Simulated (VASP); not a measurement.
# Si (I4/mmm) in VASP: further runs

Runs on Si. Level: r2SCAN. Tasks: single point.

All numbers are computed with VASP 6.6.1; they aren't measurements. Logs are shortened: lines on timing, memory, paths and dates and some standing lists are left out, and cuts for length are marked.

## 1. The cell of the first run

The structure is tetragonal, space group I4/mmm (No. 139). The conventional cell has a = 6.119 Å, b = 6.119 Å, c = 4.152 Å, α = 90.00°, β = 90.00°, γ = 90.00°. Si (site symmetry m2m) has 4 Si at 2.19 to 2.41 Å within 2.9 Å.

## 2. Single point, r2SCAN (strain -0.080 along x and y, +0.080 along z)

POSCAR

```
Si
1.0
   -3.0594087468      3.0594087468      2.0761765128
    3.0594087468     -3.0594087468      2.0761765128
    3.0594087468      3.0594087468     -2.0761765128
Si
4
Direct
    0.1788010600      0.1788010600      0.3576021200
    0.8211989400      0.8211989400      0.6423978800
    0.1788010600      0.8211989400      0.0000000000
    0.8211989400      0.1788010600      0.0000000000
```

INCAR.step1

```
PREC = Accurate ; ENCUT = 520
ISMEAR = 0 ; SIGMA = 0.03
LREAL = F ; LASPH = T
NELM = 100 ; NBANDS = 16
GGA = PE ; ALGO = Normal
EDIFF = 1E-4 ; LWAVE = T
LCHARG = F
```

INCAR.step2

```
PREC = Accurate ; ENCUT = 520
EDIFF = 1E-7 ; ISMEAR = 0
SIGMA = 0.03 ; LREAL = F
LASPH = T ; NELM = 100
ALGO = Normal ; ISIF = 2
LWAVE = F ; LCHARG = F
METAGGA = R2SCAN ; LMIXTAU = T
NBANDS = 16 ; ISTART = 1
```

KPOINTS

```
Automatic mesh
0
Gamma
  10 10 10
```

Potentials or basis: VASP PAW PBE potentials, release 64 (Si).

The run is started by

```console
$ cat potpaw_PBE.64/Si/POTCAR > POTCAR
$ cp INCAR.step1 INCAR
$ mpirun -np 1 vasp_std > vasp.out
$ cp INCAR.step2 INCAR
$ mpirun -np 1 vasp_std > vasp.out
```

OUTCAR:

```text
PREC = Accurate
   ENCUT = 520
   EDIFF = 1E-7
   ISMEAR = 0
   LREAL = F
   LASPH = T
   NELM = 100
   ISIF = 2
   METAGGA = R2SCAN
   ISTART = 1

 ion  position               nearest neighbor table
   1  0.179  0.179  0.358-   3 2.19   4 2.19   2 2.41   2 2.41   2 3.09
   2  0.821  0.821  0.642-   3 2.19   4 2.19   1 2.41   1 2.41   1 3.09
   3  0.179  0.821  0.000-   1 2.19   2 2.19   4 2.41   4 2.41   4 3.09
   4  0.821  0.179  0.000-   1 2.19   2 2.19   3 2.41   3 2.41   3 3.09

  LATTYP: Found a body centered tetragonal cell.
 ALAT       =     6.1188174936
 C/A-ratio  =     0.6786201795

  Lattice vectors:

 A1 = (  -3.0594087468,   3.0594087468,   2.0761765128)
 A2 = (   3.0594087468,  -3.0594087468,   2.0761765128)
 A3 = (   3.0594087468,   3.0594087468,  -2.0761765128)

Analysis of symmetry for initial positions (statically):
=====================================================================
 Subroutine PRICEL returns:
 Original cell was already a primitive cell.

 Routine SETGRP: Setting up the symmetry group for a
 body centered tetragonal supercell.

 Subroutine GETGRP returns: Found 16 space group operations
 (whereof 16 operations were pure point group operations)
 out of a pool of 16 trial point group operations.

The static configuration has the point symmetry D_4h.

Analysis of symmetry for dynamics (positions and initial velocities):
=====================================================================
 Subroutine PRICEL returns:
 Original cell was already a primitive cell.

 Routine SETGRP: Setting up the symmetry group for a
 body centered tetragonal supercell.

 Subroutine GETGRP returns: Found 16 space group operations
 (whereof 16 operations were pure point group operations)
 out of a pool of 16 trial point group operations.

The dynamic configuration has the point symmetry D_4h.

 Subroutine INISYM returns: Found 16 space group operations
 (whereof 16 operations are pure point group operations),
 and found     1 'primitive' translations

----------------------------------------------------------------------------------------

                                     Primitive cell

  volume of cell :      77.7319

  direct lattice vectors                    reciprocal lattice vectors
    -3.059408747  3.059408747  2.076176513     0.000000000  0.163430271  0.240827308
     3.059408747 -3.059408747  2.076176513     0.163430271  0.000000000  0.240827308
     3.059408747  3.059408747 -2.076176513     0.163430271  0.163430271  0.000000000

  length of vectors
     4.799007467  4.799007467  4.799007467     0.291045092  0.291045092  0.231125305

  position of ions in fractional coordinates (direct lattice)
     0.178801060  0.178801060  0.357602120
     0.821198940  0.821198940  0.642397880
     0.178801060  0.821198940  0.000000000
     0.821198940  0.178801060  0.000000000

  ion indices of the primitive-cell ions
   primitive index   ion index
                 1           1
                 2           2
                 3           3
                 4           4

----------------------------------------------------------------------------------------

 KPOINTS: Automatic mesh

Automatic generation of k-mesh.
 Grid dimensions read from file:
 generate k-points for:   10   10   10

 Generating k-lattice:

  Cartesian coordinates                     Fractional coordinates (reciprocal lattice)
     0.000000000  0.016343027  0.024082731     0.100000000  0.000000000  0.000000000
     0.016343027  0.000000000  0.024082731     0.000000000  0.100000000  0.000000000
     0.016343027  0.016343027  0.000000000     0.000000000  0.000000000  0.100000000

  Length of vectors
     0.029104509  0.029104509  0.023112531

  Shift w.r.t. Gamma in fractional coordinates (k-lattice)
     0.000000000  0.000000000  0.000000000

 Subroutine IBZKPT returns following result:
 ===========================================

 Found    102 irreducible k-points:

 Following reciprocal coordinates:
            Coordinates               Weight
  0.000000  0.000000  0.000000      1.000000
  0.100000 -0.000000  0.000000      8.000000
  0.200000 -0.000000  0.000000      8.000000
  0.300000  0.000000  0.000000      8.000000
  0.400000  0.000000  0.000000      8.000000
  0.500000  0.000000  0.000000      4.000000
[... 16 lines left out ...]
  0.300000  0.300000  0.000000      8.000000
  0.400000  0.300000  0.000000     16.000000
 [... further k-points ...]
   k-points           NKPTS =    102   k-points in BZ     NKDIM =    102   number of bands    NBANDS=     16
   number of dos      NEDOS =    301   number of ions     NIONS =      4
   total plane-waves  NPLWV =  46656
   dimension x,y,z NGX =    36 NGY =   36 NGZ =   36
   dimension x,y,z NGXF=    72 NGYF=   72 NGZF=   72
   ions per type =               4
   NGX,Y,Z   is equivalent  to a cutoff of  12.47, 12.47, 12.47 a.u.
   NGXF,Y,Z  is equivalent  to a cutoff of  24.94, 24.94, 24.94 a.u.
 SYSTEM =  unknown system
   PREC   = accura    normal or accurate (medium, high low for compatibility)
   ISTART =      1    job   : 0-new  1-cont  2-samecut
   ICHARG =      0    charge: 1-file 2-atom 10-const
   ISPIN  =      1    spin polarized calculation?
   LNONCOLLINEAR =      F non collinear calculations
   LSORBIT =      F    spin-orbit coupling
   LASPH  =      T    aspherical Exc in radial PAW
   ENCUT  =  520.0 eV  38.22 Ry    6.18 a.u.   8.92  8.92  8.92*2*pi/ulx,y,z
   NELM   =    100;   NELMIN=  2; NELMDL=  0     # of ELM steps
   EDIFF  = 0.1E-06   stopping-criterion for ELM
   LREAL  =      F    real-space projection
   EDIFFG = 0.1E-05   stopping-criterion for IOM
   NSW    =      0    number of steps for IOM
   IBRION =     -1    ionic relax: 0-MD 1-quasi-New 2-CG
   NFREE  =      0    steps in history (QN), initial steepest desc. (CG)
   ISIF   =      2    stress and relaxation
   ISYM   =      2    0-nonsym 1-usesym 2-fastsym
   POTIM  = 0.5000    time-step for ionic-motion
   TEBEG  =    0.0;   TEEND  =   0.0 temperature during run
   PSTRESS=    0.0 pullay stress
   NELECT =      16.0000    total number of electrons
   NUPDOWN=      -1.0000    fix difference up-down
   EMIN   =  10.00;   EMAX   =-10.00  energy-range for DOS
   EFERMI =   0.00;   METHOD = LEGACY
   ISMEAR =     0;   SIGMA  =   0.03  broadening in eV -4-tet -1-fermi 0-gaus
   EFERMI_NEDOS =   21; number of points for ismear=-14 and -15
   IALGO  =     38    algorithm
   IMIX   =      4    mixing-type and parameters
     AMIX     =   0.40;   BMIX     =  1.00
     AMIX_MAG =   1.60;   BMIX_MAG =  1.00
  volume/ion in A,a.u.               =      19.43       131.14
  Fermi-wavevector in a.u.,A,eV,Ry     =   0.966604  1.826616 12.712229  0.934322
  Thomas-Fermi vector in A             =   2.096419
   LORBIT       =      0    0 simple, 1 ext, 2 COOP (PROOUT), +10 PAW based schemes
   METAGGA = R2SCAN    functional components
   LHFCALC =     F    Hartree Fock is set to
   AEXX    =    0.0000 exact exchange contribution
   IVDW    =     0    specifies the selected vdW correction
   LEPSILON=     F    determine dielectric tensor
   LRPA    =     F    only Hartree local field effects (RPA)
 non-spin polarized calculation
 Gauss-broadening in eV      SIGMA  =   0.03
  energy-cutoff  :      520.00
  volume of cell :       77.73
 maximum number of plane-waves:      2114
   NGX = 17   NGY = 17   NGZ = 17

 number of electron      16.0000000 magnetization

 Free energy of the ion-electron system (eV)
  ---------------------------------------------------
  ext. energy  EPLUGINS =         0.00000000
  ---------------------------------------------------
  free energy    TOTEN  =       -33.53517381 eV

  energy without entropy =      -33.53481453  energy(sigma->0) =      -33.53499417

 E-fermi :   6.0785     XC(G=0):  -9.9106

 val. band max:        6.0707985488   @ k =  -0.4000   0.4000   0.2000
 cond. band min:       6.0926912659   @ k =  -0.4000   0.5000   0.3000
 fundamental gap:      0.0218927171
 Fermi energy:         6.0784854364

 k-point     1 :       0.0000    0.0000    0.0000
  band No.  band energies     occupation
      1      -7.1488      2.00000
      2      -0.7439      2.00000
      3       0.2393      2.00000
      4       0.2393      2.00000
      5       1.7407      2.00000
      6       4.0152      2.00000
[... 8 lines left out ...]
     15      10.6138      0.00000
     16      13.8828      0.00000

 k-point     2 :       0.1000   -0.0000    0.0000
  band No.  band energies     occupation
      1      -7.0465      2.00000
      2      -0.9974      2.00000
      3      -0.0382      2.00000
      4       0.5592      2.00000
      5       1.8774      2.00000
      6       3.5212      2.00000
[... 8 lines left out ...]
     15      10.8245      0.00000
     16      14.4838      0.00000

 k-point     3 :       0.2000   -0.0000    0.0000
  band No.  band energies     occupation
      1      -6.7481      2.00000
      2      -1.3475      2.00000
      3      -0.6996      2.00000
      4       0.8999      2.00000
      5       2.0421      2.00000
      6       2.6568      2.00000
[... 8 lines left out ...]
     15      12.2599      0.00000
     16      14.7552      0.00000

 k-point     4 :       0.3000    0.0000    0.0000
  band No.  band energies     occupation
      1      -6.2873      2.00000
      2      -1.5810      2.00000
      3      -1.5664      2.00000
      4       0.7409      2.00000
      5       1.7887      2.00000
      6       2.3147      2.00000
[... 8 lines left out ...]
     15      12.6815      0.00000
     16      13.3211      0.00000
[... 324 lines left out ...]
 k-point    22 :      -0.2000    0.2000    0.0000
  band No.  band energies     occupation
      1      -6.8824      2.00000
      2      -2.3430      2.00000
      3       0.4176      2.00000
      4       0.6315      2.00000
      5       3.2844      2.00000
      6       3.5710      2.00000
[... 8 lines left out ...]
     15      11.3556      0.00000
     16      15.1750      0.00000

 k-point    23 :       0.3000    0.3000    0.0000
  band No.  band energies     occupation
      1      -5.3446      2.00000
      2      -2.9631      2.00000
      3      -2.2756      2.00000
      4       0.3261      2.00000
      5       1.4699      2.00000
      6       2.8928      2.00000
[... 8 lines left out ...]
     15      13.3701      0.00000
     16      14.1104      0.00000

 k-point    24 :       0.4000    0.3000    0.0000
  band No.  band energies     occupation
      1      -5.5327      2.00000
      2      -3.5034      2.00000
      3      -1.6551      2.00000
      4       0.7331      2.00000
      5       1.7063      2.00000
      6       2.9347      2.00000
[... 8 lines left out ...]
     15      12.1097      0.00000
     16      13.2035      0.00000

 [... further k-points ...]
[... 5 lines left out ...]
  --------------------------------------------------------------------------------------
  -------------------------------------------------------------------------------------
  Total       10.9486802     10.9486802     -5.3392541      0.0000000      0.0000000      0.0000000
  in kB      225.6696109    225.6696109   -110.0504689      0.0000000      0.0000000      0.0000000
  external PRESSURE =     113.7629177 kB  Pullay stress =       0.0000000 kB

 VOLUME and BASIS-vectors are now :
 -----------------------------------------------------------------------------
  energy-cutoff  :      520.00
  volume of cell :       77.73
      direct lattice vectors                 reciprocal lattice vectors
    -3.059408747  3.059408747  2.076176513     0.000000000  0.163430271  0.240827308
     3.059408747 -3.059408747  2.076176513     0.163430271  0.000000000  0.240827308
     3.059408747  3.059408747 -2.076176513     0.163430271  0.163430271  0.000000000

 POSITION                                       TOTAL-FORCE (eV/Angst)
 -----------------------------------------------------------------------------------
      1.09405      1.09405     -0.00000         2.121762      2.121762      0.000000
      1.96536      1.96536      2.07618        -2.121762     -2.121762     -0.000000
      1.96536     -1.96536      2.07618        -2.121762      2.121762      0.000000
     -1.96536      1.96536      2.07618         2.121762     -2.121762      0.000000
 -----------------------------------------------------------------------------------
    total drift:                               -0.000000     -0.000000      0.000000

  FREE ENERGIE OF THE ION-ELECTRON SYSTEM (eV)
  ---------------------------------------------------
  free  energy   TOTEN  =       -33.5351738146 eV

  energy  without entropy=      -33.5348145305  energy(sigma->0) =      -33.53499417
```

Wall time 6.8 min (1 thread of AMD EPYC 7R43 (Zen 3), shared host); peak memory 0.22 GiB.

Results:

```yaml
Free_energy: -33.5352 eV
Pressure: 11.4 GPa
Largest_force: 3.001 eV/Å
Band_gap_on_the_k_mesh: zero (bands 8 and 9 overlap by 0.55 eV)
```

Forces on the atoms (eV/Å):
```
Si   2.122  2.122  0.000
Si  -2.122 -2.122  0.000
Si  -2.122  2.122  0.000
Si   2.122 -2.122  0.000
```

Caveat: the cell differs from its parent crystal (strain -0.080 along x and y, +0.080 along z); the cell stands under pressure; semilocal functionals underestimate gaps, so a narrow gap can read as zero; the PAW data sets were made with another functional, which shifts forces and pressure a little.

[end of part 1 of 2]
